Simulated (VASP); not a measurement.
# ZnSe: single point with PBE

The system is ZnSe.

```
Zn Se
1.0
     4.05025    0.00000    0.00000
    -2.02512    3.50762    0.00000
     0.00000    2.33841    3.31190
Zn Se
1 1
Direct
  0.00000 0.00000 0.00000
  0.25000 0.50000 0.25000
```

```
Program             : VASP 6.6.1
Task                : single point
Functional          : PBE
Potentials or basis : VASP PAW PBE potentials, release 64 (Zn, Se)
Cutoff              : 520 eV
k mesh              : 9 × 9 × 8
Occupations         : gaussian, width 0.02 eV
Spin                : no spin polarisation
```

The pressure is 0.3 GPa, the largest force is 0.008 eV/Å and the band gap on the k mesh is 1.16 eV, direct.

Forces in eV/Å, atoms in the order of the input:
```
Zn   0.000  0.000 -0.008
Se   0.000  0.000  0.008
```

Stress tensor (GPa, compression positive):
```
0.33 0.00 0.00
0.00 0.33 0.00
0.00 0.00 0.17
```

Levels at points of the mesh, in eV from the valence-band top:
| k point | band 7 | band 8 | band 9 | band 10 | band 11 | band 12 |
| --- | --- | --- | --- | --- | --- | --- |
| (0.00, 0.00, 0.00) | 0.00 | 0.00 | 0.00 | 1.16 | 5.80 | 5.81 |
| (0.00, 0.00, 0.50) | -5.02 | -0.82 | -0.82 | 2.49 | 6.39 | 6.39 |

Run time: 3 min on 1 thread of Intel(R) Xeon(R) Platinum 8259CL CPU @ 2.50GHz (Skylake/Cascade Lake), with other jobs on the host, peak memory 0.38 GiB.

PBE gaps usually lie below the measured ones, often by a third to a half.
